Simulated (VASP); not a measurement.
SnO (Romarchite):

```xyz
4
Lattice="3.7986 0.0000 0.0000 0.0000 3.7986 0.0000 0.0000 0.0000 4.8408" Properties=species:S:1:pos:R:3 pbc="T T T"
Sn    1.8993    0.0000    1.1468
Sn    0.0000    1.8993    3.6940
O     0.0000    0.0000    0.0000
O     1.8993    1.8993    0.0000
```

```yaml
Program: VASP 6.6.1
Task: relaxation of cell and atoms
Functional: PBE
Potentials_or_basis: VASP PAW PBE potentials, release 64 (Sn_d, O)
Cutoff: 600 eV
k_mesh: 6 × 6 × 6
Occupations: fermi-dirac, width 0.1 eV
Spin: no spin polarisation
```

At the start: pressure 4.9 GPa; volume 17.46 Å³/atom.

**Question.** Where does the relaxation end?

**Answer.** Over 16 steps the energy falls by 14.5 meV/atom and the volume is 18.80 Å³/atom (+7.6 %); space group P4/nmm (No. 129, to 0.05 Å).

Step by step:
| step | energy change (eV) | largest force (eV/Å) | pressure (GPa) | volume (Å³) |
| --- | --- | --- | --- | --- |
| 1 | 0.0000 | 0.6098 | 4.93 | 69.85 |
| 2 | -0.0036 | 0.8804 | -3.52 | 75.42 |
| 3 | -0.0494 | 0.1899 | 0.26 | 72.59 |
| 4 | -0.0494 | 0.1746 | 0.35 | 72.53 |
| 5 | -0.0524 | 0.1062 | 0.26 | 72.94 |
| 6 | -0.0540 | 0.0132 | 0.13 | 73.51 |
| 7 | -0.0550 | 0.0318 | -0.03 | 73.82 |
| 8 | -0.0559 | 0.0529 | -0.18 | 74.16 |
| 9 | -0.0567 | 0.0948 | -0.45 | 74.85 |
| 10 | -0.0572 | 0.0694 | -0.32 | 74.88 |
| 11 | -0.0578 | 0.0229 | -0.07 | 74.93 |
| 12 | -0.0576 | 0.0716 | 0.39 | 75.03 |
| 13 | -0.0579 | 0.0140 | 0.07 | 74.97 |
| 14 | -0.0579 | 0.0112 | 0.10 | 74.97 |
| 15 | -0.0580 | 0.0091 | 0.08 | 75.02 |
| 16 | -0.0580 | 0.0004 | 0.01 | 75.18 |

Final structure:
```
Sn O
1.0
     3.86662    0.00000    0.00000
     0.00000    3.86662    0.00000
     0.00000    0.00000    5.02852
Sn O
2 2
Direct
  0.50000 0.00000 0.23131
  0.00000 0.50000 0.76869
  0.00000 0.00000 0.00000
  0.50000 0.50000 0.00000
```
